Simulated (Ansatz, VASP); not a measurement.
**CuI in VASP and in Ansatz**

INCAR

```
SYSTEM = CuI
ALGO = Normal
EDIFF = 1E-6
ENCUT = 520
GGA = PE
ISIF = 2
ISMEAR = -1
LASPH = .True.
LCHARG = .False.
LREAL = .False.
LWAVE = .False.
NBANDS = 16
NELM = 100
PREC = Accurate
SIGMA = 0.05
```

Contents of KPOINTS:

```
k-points
0
Gamma
  12 12 12
  0 0 0
```

Contents of POSCAR:

```
CuI
1.0
    0.0000000000      3.0191164824      3.0191164824
    3.0191164824      0.0000000000      3.0191164824
    3.0191164824      3.0191164824      0.0000000000
Cu I
1 1
Direct
    0.0000000000      0.0000000000      0.0000000000
    0.2500000000      0.2500000000      0.2500000000
```

Input for Ansatz:

```yaml
crystal:
  lattice:
    - [0.0, 3.0191164824, 3.0191164824]
    - [3.0191164824, 0.0, 3.0191164824]
    - [3.0191164824, 3.0191164824, 0.0]
  atoms:
    - { symbol: Cu, position: [0.0, 0.0, 0.0] }
    - { symbol: I, position: [0.25, 0.25, 0.25] }
kpoints:
  mp_grid: { grid: [12, 12, 12] }
scf:
  occupations: { method: fermi_dirac, width: 0.05 }
hamiltonian:
  xc: pbe
  pseudopotentials: { kind: all_electron, lapw: { basis_error: 0.001 } }
output:
  forces: true
  stress: true
  eigenvalues: true
```

Change from the starting cell: volume scaled by 0.98.

Alike in both runs: task single point; functional PBE; k mesh 12 × 12 × 12; occupations fermi-dirac, width 0.05 eV; no spin polarisation.

|  | VASP | Ansatz |
| --- | --- | --- |
| version | VASP 6.6.1 | Ansatz 0.2.0 |
| potentials or method | VASP PAW PBE potentials, release 64 (Cu, I), cutoff 520 eV | all-electron LAPW, scalar-relativistic |

|  | VASP | Ansatz | Ansatz less VASP |
| --- | --- | --- | --- |
| pressure (GPa) | 0.8 | 0.8 | +0.03 |

Ansatz ran all-electron here, and VASP with PAW potentials.

Neither program's run includes spin-orbit coupling.
